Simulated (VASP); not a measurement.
Set up this calculation in VASP 6.6.1, as the native input.

| Item | Value |
| --- | --- |
| Task | single point |
| Functional | r2SCAN |
| Potentials or basis | VASP PAW PBE potentials, release 64 (Mg, O) |
| Cutoff | 520 eV |
| k mesh | 10 × 10 × 10 |
| Occupations | gaussian, width 0.02 eV |
| Spin | no spin polarisation |
| Dipole correction | no |
| Further INCAR settings | ALGO = Normal; EDIFF = 1e-06; NBANDS = 11 |

Crystal: MgO (Periclase).

```
CELL_PARAMETERS angstrom
0.00000 2.10217 2.10217
2.10217 0.00000 2.10217
2.10217 2.10217 0.00000
ATOMIC_POSITIONS crystal
Mg 0.00000 0.00000 0.00000
O 0.50000 0.50000 0.50000
```

These files were run (other wordings do the same):

POSCAR

```
MgO
1.0
    0.0000000000      2.1021683817      2.1021683817
    2.1021683817      0.0000000000      2.1021683817
    2.1021683817      2.1021683817      0.0000000000
Mg O
1 1
Direct
    0.0000000000      0.0000000000      0.0000000000
    0.5000000000      0.5000000000      0.5000000000
```

INCAR.step1

```
SYSTEM = MgO
PREC = Accurate
ENCUT = 520
ISMEAR = 0
SIGMA = 0.02
LREAL = .FALSE.
LASPH = .TRUE.
NELM = 60
NBANDS = 11
GGA = PE
ALGO = Normal
EDIFF = 1E-4
LWAVE = .TRUE.
LCHARG = .FALSE.
```

INCAR.step2

```
SYSTEM = MgO
PREC = Accurate
ENCUT = 520
EDIFF = 1E-6
ISMEAR = 0
SIGMA = 0.02
LREAL = .FALSE.
LASPH = .TRUE.
NELM = 60
ALGO = Normal
ISIF = 2
LWAVE = .FALSE.
LCHARG = .FALSE.
METAGGA = R2SCAN
LMIXTAU = .TRUE.
NBANDS = 11
ISTART = 1
```

KPOINTS

```
regular mesh
0
G
  10 10 10
  0 0 0
```

Potentials or basis: VASP PAW PBE potentials, release 64 (Mg, O).

Launch:

```console
$ cat potpaw_PBE.64/Mg/POTCAR potpaw_PBE.64/O/POTCAR > POTCAR
$ cp INCAR.step1 INCAR
$ mpirun -np 1 vasp_std > vasp.out
$ cp INCAR.step2 INCAR
$ mpirun -np 1 vasp_std > vasp.out
```

It gave:

The pressure is -1.1 GPa. The band gap on the k mesh is 5.66 eV, direct.

Caveat: the PAW data sets were made with another functional, which shifts forces and pressure a little.

Run time: 14 s on 1 thread of Intel(R) Xeon(R) 6975P-C (Granite Rapids), with other jobs on the host, peak memory 0.15 GiB.
